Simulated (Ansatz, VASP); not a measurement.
## One calculation of Au, two programs

The input INCAR:

```
AGGAC = 1.0 ; AGGAX = 1.0
ALDAC = 0.0 ; ALDAX = 1.0
ALGO = Normal ; EDIFF = 1E-7
ENCUT = 520 ; GGA = B5
ISIF = 2 ; ISMEAR = -1
LASPH = True ; LCHARG = False
LREAL = False ; LWAVE = False
NBANDS = 12 ; NELM = 60
PREC = Accurate ; SIGMA = 0.1
```

The input KPOINTS:

```
k-points
0
Gamma
  21 21 21
```

The input POSCAR:

```
Au
1.0
    0.0000000000      2.0457485048      2.0457485048
    2.0457485048      0.0000000000      2.0457485048
    2.0457485048      2.0457485048      0.0000000000
Au
1
Direct
    0.0000000000      0.0000000000      0.0000000000
```

Input for Ansatz:

```yaml
crystal:
  lattice:
    - [0.0, 2.0457485047, 2.0457485047]
    - [2.0457485047, 0.0, 2.0457485047]
    - [2.0457485047, 2.0457485047, 0.0]
  atoms:
    - { symbol: Au, position: [0.0, 0.0, 0.0] }
hamiltonian:
  xc: blyp
  pseudopotentials:
    kind: paw
    azcp:
      Au: "pseudopotentials/Au.paw.azcp"
basis:
  ecutwfc: 420
  fft_grid_basis: typed
kpoints:
  mp_grid: { grid: [21, 21, 21], shift: [0, 0, 0] }
magnetization:
  spin_polarized: false
scf:
  occupations: { method: fermi_dirac, width: 0.1 }
output:
  stress: true
```

Alike in both runs: task single point; functional BLYP; k mesh 21 × 21 × 21; occupations fermi-dirac, width 0.1 eV; no spin polarisation.

|  | VASP | Ansatz |
| --- | --- | --- |
| version | VASP 6.6.1 | Ansatz 0.2.0 |
| potentials or method | VASP PAW PBE potentials, release 64 (Au), cutoff 520 eV | plane waves (420 eV) with PAW, scalar-relativistic |
| valence electrons in the cell | 11 | 19 |

|  | VASP | Ansatz | Ansatz less VASP |
| --- | --- | --- | --- |
| pressure (GPa) | 19.9 | 19.1 | -0.82 |

VASP's potentials were made for PBE, not for BLYP. With one functional, cell and mesh, what is left measures potentials, basis and numerics. VASP's potentials hold 11 valence electrons a cell and Ansatz's 19, so a difference there can come from the potentials and not from the codes.

Neither program's run includes spin-orbit coupling.
